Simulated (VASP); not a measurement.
# InSi63H (a cell with a defect) in VASP: single point with HSE06

Aim: the single point of InSi63H (a cell with a defect) with HSE06.

All numbers are computed with VASP 6.6.1; they aren't measurements. Logs are shortened: lines on timing, memory, paths and dates and some standing lists are left out, and cuts for length are marked.

## 1. The cell of the first run

The cell holds a defect, 65 atoms: a = 10.866 Å, b = 10.866 Å, c = 10.866 Å, α = 90.00°, β = 90.00°, γ = 90.00°.

## 2. Single point, HSE06

The input, POSCAR:

```
InSi63H
1.0
   10.8655790000      0.0000000000      0.0000000000
    0.0000000000     10.8655790000      0.0000000000
    0.0000000000      0.0000000000     10.8655790000
Si In H
63 1 1
Direct
    0.0005450000      0.9992040000      0.9998580000
    0.9998320000      0.9956040000      0.5000020000
    0.9989880000      0.4996050000      0.9955410000
    0.0007630000      0.4990680000      0.4996000000
    0.4994740000      0.0012540000      0.0023180000
    0.5000000000      0.9994460000      0.4999760000
    0.4999100000      0.4993210000      0.0002130000
    0.1260310000      0.1244080000      0.1250490000
    0.1215770000      0.1209540000      0.6248000000
    0.1211270000      0.6243170000      0.1208280000
    0.1264420000      0.6237610000      0.6243220000
    0.6244620000      0.1245580000      0.1251150000
    0.6254290000      0.1241170000      0.6247730000
    0.6254090000      0.6241670000      0.1247820000
    0.6396400000      0.6427480000      0.6423860000
    0.2509060000      0.2495430000      0.0004250000
    0.2451860000      0.2447670000      0.5006380000
    0.2494190000      0.7491270000      0.9991760000
    0.2501100000      0.7503580000      0.4996370000
    0.7496330000      0.2488830000      0.9996280000
    0.7565800000      0.2430790000      0.4998450000
    0.7509980000      0.7489350000      0.0004770000
    0.7510910000      0.7515130000      0.4961030000
    0.3754700000      0.3751280000      0.1259320000
    0.3646430000      0.3619140000      0.6343870000
    0.3746830000      0.8757830000      0.1232800000
    0.3764560000      0.8743930000      0.6257840000
    0.8787290000      0.3739980000      0.1208760000
    0.8763470000      0.3734790000      0.6241740000
    0.8759050000      0.8743680000      0.1254970000
    0.8747330000      0.8733590000      0.6244490000
    0.2511130000      0.9999490000      0.2502510000
    0.2491940000      0.9984470000      0.7495290000
    0.2444830000      0.4998230000      0.2447000000
    0.2498500000      0.4993300000      0.7514480000
    0.7494940000      0.9988510000      0.2493210000
    0.7512070000      0.0001380000      0.7496490000
    0.7567820000      0.4996910000      0.2438320000
    0.7494060000      0.4947930000      0.7508040000
    0.3757050000      0.1254440000      0.3758850000
    0.3743950000      0.1218940000      0.8768530000
    0.3644580000      0.6320810000      0.3626150000
    0.3765460000      0.6252440000      0.8751420000
    0.8787010000      0.1201030000      0.3743620000
    0.8760480000      0.1250970000      0.8751180000
    0.8766640000      0.6240680000      0.3741690000
    0.8734680000      0.6235970000      0.8727560000
    0.0003860000      0.2486970000      0.2493070000
    0.0012610000      0.2498270000      0.7504810000
    0.0014680000      0.7500510000      0.2501790000
    0.9995950000      0.7478230000      0.7484700000
    0.5014600000      0.2489540000      0.2494800000
    0.4982800000      0.2444460000      0.7523470000
    0.4983610000      0.7509680000      0.2459630000
    0.5027020000      0.7597440000      0.7603550000
    0.1251190000      0.3739700000      0.3746080000
    0.1263270000      0.3754190000      0.8757680000
    0.1266680000      0.8750930000      0.3759430000
    0.1242780000      0.8734620000      0.8741430000
    0.6456910000      0.3626090000      0.3629210000
    0.6224240000      0.3723160000      0.8754150000
    0.6227910000      0.8745720000      0.3732600000
    0.6284210000      0.8812270000      0.8817470000
    0.4871770000      0.4754110000      0.4776690000
    0.5126490000      0.6043810000      0.5903160000
```

The input, INCAR.step1:

```
ALGO = Normal ; EDIFF = 1E-5
ENCUT = 400 ; GGA = PE
GGA_COMPAT = F ; ISIF = 2
ISMEAR = -1 ; LASPH = T
LCHARG = F ; LREAL = Auto
LWAVE = T ; NBANDS = 171
NELM = 120 ; PREC = Accurate
SIGMA = 0.05
```

The input, INCAR.step2:

```
ALGO = Normal ; EDIFF = 1E-6
ENCUT = 400 ; GGA = PE
GGA_COMPAT = F ; HFSCREEN = 0.2079
ISIF = 2 ; ISMEAR = -1
ISTART = 1 ; LASPH = T
LCHARG = F ; LHFCALC = T
LREAL = Auto ; LWAVE = F
NBANDS = 171 ; NELM = 120
PREC = Accurate ; PRECFOCK = Fast
SIGMA = 0.05
```

The input, KPOINTS:

```
k-points
0
Gamma
  1 1 1
```

Potentials or basis: VASP PAW PBE potentials, release 64 (Si, In_d, H).

Launch:

```bash
cat potpaw_PBE.64/Si/POTCAR potpaw_PBE.64/In_d/POTCAR potpaw_PBE.64/H/POTCAR > POTCAR
cp INCAR.step1 INCAR
mpirun -np 1 vasp_gam > vasp.out
cp INCAR.step2 INCAR
mpirun -np 1 vasp_gam > vasp.out
```

OUTCAR:

```text
EDIFF = 1E-6
   ENCUT = 400
   GGA = PE
   HFSCREEN = 0.2079
   ISIF = 2
   ISMEAR = -1
   ISTART = 1
   LASPH = T
   LHFCALC = T
   LREAL = Auto
   NELM = 120
   PREC = Accurate
   PRECFOCK = Fast

 ion  position               nearest neighbor table
   1  0.001  0.999  1.000-  30 2.35  45 2.35  59 2.35   8 2.36
   2  1.000  0.996  0.500-  44 2.33  58 2.33  31 2.33   9 2.33
   3  0.999  0.500  0.996-  28 2.33  57 2.33  10 2.33  47 2.34
   4  0.001  0.499  0.500-  56 2.35  46 2.35  29 2.35  11 2.35
   5  0.499  0.001  0.002-  63 2.32  12 2.33  41 2.33  26 2.33
   6  0.500  0.999  0.500-  40 2.35  62 2.35  27 2.35  13 2.35
   7  0.500  0.499  0.000-  24 2.35  61 2.35  43 2.35  14 2.35
   8  0.126  0.124  0.125-  48 2.35  16 2.35  32 2.35   1 2.36
   9  0.122  0.121  0.625-  17 2.33   2 2.33  33 2.35  49 2.35
  10  0.121  0.624  0.121-  34 2.33   3 2.33  18 2.35  50 2.35
  11  0.126  0.624  0.624-  19 2.35  35 2.35  51 2.35   4 2.35
  12  0.624  0.125  0.125-   5 2.33  52 2.33  36 2.35  20 2.35
  13  0.625  0.124  0.625-  37 2.35   6 2.35  53 2.35  21 2.35
  14  0.625  0.624  0.125-  22 2.35   7 2.35  54 2.35  38 2.35
  15  0.640  0.643  0.642-  65 1.55  23 2.32  39 2.32  55 2.34  64 3.04
  16  0.251  0.250  0.000-   8 2.35  41 2.35  57 2.35  24 2.36
  17  0.245  0.245  0.501-  25 2.33   9 2.33  40 2.35  56 2.36
  18  0.249  0.749  0.999-  59 2.35  10 2.35  43 2.35  26 2.36
  19  0.250  0.750  0.500-  42 2.33  58 2.33  11 2.35  27 2.36
  20  0.750  0.249  1.000-  45 2.35  61 2.35  12 2.35  28 2.36
  21  0.757  0.243  0.500-  60 2.31  44 2.32  29 2.35  13 2.35
[... 28 lines left out ...]
  50  0.001  0.750  0.250-  30 2.35  46 2.35  10 2.35  58 2.36
  51  1.000  0.748  0.748-  31 2.35  47 2.35  11 2.35  59 2.36
  52  0.501  0.249  0.249-  12 2.33  60 2.35  40 2.36  24 2.36  64 3.50
  53  0.498  0.244  0.752-  25 2.32  41 2.33  61 2.35  13 2.35
  54  0.498  0.751  0.246-  42 2.32  26 2.33  14 2.35  62 2.35
  55  0.503  0.760  0.760-  63 2.31  15 2.34  43 2.36  27 2.36
  56  0.125  0.374  0.375-   4 2.35  48 2.35  34 2.35  17 2.36
  57  0.126  0.375  0.876-   3 2.33  35 2.33  16 2.35  49 2.36
  58  0.127  0.875  0.376-   2 2.33  19 2.33  32 2.35  50 2.36
  59  0.124  0.873  0.874-  18 2.35  33 2.35   1 2.35  51 2.36
  60  0.646  0.363  0.363-  38 2.31  21 2.31  52 2.35  64 2.45
  61  0.622  0.372  0.875-  39 2.35   7 2.35  20 2.35  53 2.35
  62  0.623  0.875  0.373-  23 2.35   6 2.35  36 2.35  54 2.35
  63  0.628  0.881  0.882-  55 2.31   5 2.32  22 2.35  37 2.35
  64  0.487  0.475  0.478-  65 1.88  60 2.45  25 2.49  42 2.50  15 3.04  52 3.50
  65  0.513  0.604  0.590-  15 1.55  64 1.88

  LATTYP: Found a simple cubic cell.
 ALAT       =    10.8655790000

  Lattice vectors:

 A1 = (  10.8655790000,   0.0000000000,   0.0000000000)
 A2 = (   0.0000000000,  10.8655790000,   0.0000000000)
 A3 = (   0.0000000000,   0.0000000000,  10.8655790000)

Analysis of symmetry for initial positions (statically):
[... 245 lines left out ...]
   IMIX   =      1    mixing-type and parameters
     AMIX     =   0.40;   BMIX     =  1.00
     AMIX_MAG =   1.60;   BMIX_MAG =  1.00
  volume/ion in A,a.u.               =      19.74       133.18
  Fermi-wavevector in a.u.,A,eV,Ry     =   0.968982  1.831111 12.774873  0.938927
  Thomas-Fermi vector in A             =   2.098997
   LORBIT       =      0    0 simple, 1 ext, 2 COOP (PROOUT), +10 PAW based schemes
   GGA     = PE    functional components
   LHFCALC =     T    Hartree Fock is set to
   PRECFOCK=fast      Normal, Fast or Accurate (Low or Medium for compatibility)
   ENCUT4O =  -1.0   cutoff for four orbital integrals eV
   NKREDX  =     1    reduce k-point grid by
   NKREDY  =     1    reduce k-point grid by
   NKREDZ  =     1    reduce k-point grid by
   AEXX    =    0.2500 exact exchange contribution
   HFSCREEN=    0.2079 screening length (either q_TF or 0.3 A-1)
   HFSCREENC=   0.2079 screening length for correlation (either q_TF or 0.3 A-1)
   ENCUTFOCK=  -1.0 apply spherical cutoff to Coloumb kernel
   IVDW    =     0    specifies the selected vdW correction
   LEPSILON=     F    determine dielectric tensor
   LRPA    =     F    only Hartree local field effects (RPA)
 non-spin polarized calculation
  energy-cutoff  :      400.00
  volume of cell :     1282.80
 maximum number of plane-waves:     11564
 NGX is ok and might be reduce to    70
  NGX = 36; NGY = 36; NGZ = 36

 number of electron     265.9999972 magnetization

 Free energy of the ion-electron system (eV)
  ---------------------------------------------------
  ext. energy  EPLUGINS =         0.00000000
  ---------------------------------------------------
  free energy    TOTEN  =      -394.37308765 eV

  energy without entropy =     -394.37302537  energy(sigma->0) =     -394.37305651

 E-fermi :   6.2244     XC(G=0):  -7.8559

 val. band max:        5.6593458722   @ k =   0.0000   0.0000   0.0000
 cond. band min:       6.7958026966   @ k =   0.0000   0.0000   0.0000
 fundamental gap:      1.1364568244
 Fermi energy:         6.2244089963

 k-point     1 :       0.0000    0.0000    0.0000
  band No.  band energies     occupation
      1     -10.4214      2.00000
      2     -10.2755      2.00000
      3     -10.2203      2.00000
      4     -10.1491      2.00000
      5     -10.1273      2.00000
      6      -7.7456      2.00000
[... 137 lines left out ...]
    144       7.3907      0.00000
    145       7.4172      0.00000
 [bands above 145 left out]

------------------------ aborting loop because EDIFF is reached ----------------------------------------

  FORCE on cell =-STRESS in cart. coord.  units (eV):
  Direction    XX          YY          ZZ          XY          YZ          ZX
  --------------------------------------------------------------------------------------
  -------------------------------------------------------------------------------------
  Total       14.7543172     18.1870058     18.0060530     -1.1298642      0.2774195     -1.5631107
  in kB       18.4276976     22.7150222     22.4890176     -1.4111664      0.3464886     -1.9522781
  external PRESSURE =      21.2105791 kB  Pullay stress =       0.0000000 kB

 VOLUME and BASIS-vectors are now :
 -----------------------------------------------------------------------------
  energy-cutoff  :      400.00
  volume of cell :     1282.80
      direct lattice vectors                 reciprocal lattice vectors
    10.865579000  0.000000000  0.000000000     0.092033752  0.000000000  0.000000000
     0.000000000 10.865579000  0.000000000     0.000000000  0.092033752  0.000000000
     0.000000000  0.000000000 10.865579000     0.000000000  0.000000000  0.092033752

 POSITION                                       TOTAL-FORCE (eV/Angst)
 -----------------------------------------------------------------------------------
      0.00592     10.85693     10.86404         0.008558      0.020787      0.018967
     10.86375     10.81781      5.43281         0.010331      0.026572     -0.030745
     10.85458      5.42850     10.81713         0.007917     -0.034645      0.022861
      0.00829      5.42266      5.42844         0.017982      0.033023      0.032319
      5.42707      0.01363      0.02519         0.029246      0.039491      0.036740
      5.43279     10.85956      5.43253         0.028232      0.029458      0.031576
[... 57 lines left out ...]
      5.29346      5.16562      5.19015        -0.190461     -0.069540     -0.094353
      5.57023      6.56695      6.41413         0.542632      0.141057      0.124556
 -----------------------------------------------------------------------------------
    total drift:                               -0.021016      0.039941     -0.038131

  FREE ENERGIE OF THE ION-ELECTRON SYSTEM (eV)
  ---------------------------------------------------
  free  energy   TOTEN  =      -394.3730876455 eV

  energy  without entropy=     -394.3730253697  energy(sigma->0) =     -394.37305651
```

Run time: 32 min. Hardware: 1 thread of Intel Xeon 8259CL, shared host; peak memory 0.96 GiB.

What came out:

* Free energy: -394.3731 eV
* Pressure: 2.1 GPa
* Largest force: 0.680 eV/Å
* Band gap on the k mesh: 1.14 eV

Forces in eV/Å, atoms in the order of the input:
```
Si   0.009  0.021  0.019
Si   0.010  0.027 -0.031
Si   0.008 -0.035  0.023
Si   0.018  0.033  0.032
Si   0.029  0.039  0.037
Si   0.028  0.029  0.032
Si   0.027  0.030  0.031
Si  -0.034 -0.021 -0.020
Si  -0.013 -0.004 -0.012
Si  -0.013 -0.006 -0.003
Si  -0.038 -0.019 -0.016
Si  -0.108  0.003  0.003
Si  -0.025 -0.033 -0.030
Si  -0.023 -0.029 -0.035
Si  -0.665  0.141  0.029
Si   0.032  0.000  0.032
Si  -0.001 -0.018  0.096
Si   0.018  0.025  0.017
Si   0.036 -0.020 -0.008
Si   0.062  0.019  0.032
Si   0.028  0.046 -0.017
Si   0.037  0.039  0.035
Si   0.061  0.007 -0.020
Si  -0.025 -0.042 -0.033
Si  -0.014 -0.054  0.052
Si   0.004 -0.036 -0.013
Si   0.016 -0.017 -0.014
Si  -0.064 -0.019 -0.031
Si  -0.011 -0.065 -0.038
Si  -0.013 -0.062 -0.027
Si   0.004 -0.004 -0.025
Si   0.028  0.031  0.003
Si   0.016  0.015  0.033
Si  -0.007  0.091 -0.020
Si   0.034 -0.005 -0.017
Si   0.058  0.029  0.018
Si   0.036  0.036  0.043
Si   0.020 -0.012  0.047
Si   0.062 -0.036  0.012
Si  -0.024 -0.032 -0.040
Si   0.002 -0.021 -0.039
Si  -0.013  0.042 -0.049
Si   0.013 -0.011 -0.015
Si  -0.064 -0.037 -0.018
Si  -0.023 -0.028 -0.064
Si  -0.010 -0.038 -0.056
Si   0.000 -0.025 -0.003
Si   0.035  0.022  0.030
Si   0.034  0.036  0.053
Si   0.029  0.045  0.038
Si   0.022  0.027  0.031
Si   0.212 -0.025 -0.024
Si  -0.015  0.044  0.026
Si  -0.017  0.015  0.045
Si   0.104 -0.007  0.009
Si  -0.047 -0.033 -0.033
Si  -0.018 -0.012 -0.038
Si  -0.013 -0.033 -0.013
Si  -0.022 -0.023 -0.016
Si  -0.014 -0.058 -0.045
Si  -0.041 -0.026 -0.009
Si  -0.039 -0.011 -0.014
Si  -0.068 -0.010 -0.001
In  -0.190 -0.070 -0.094
H    0.543  0.141  0.125
```

Caveat: the k points lie up to 0.58 Å⁻¹ apart; the PAW data sets were made with another functional, which shifts forces and pressure a little; spin-orbit coupling is left out, which moves the levels of the heavy elements.
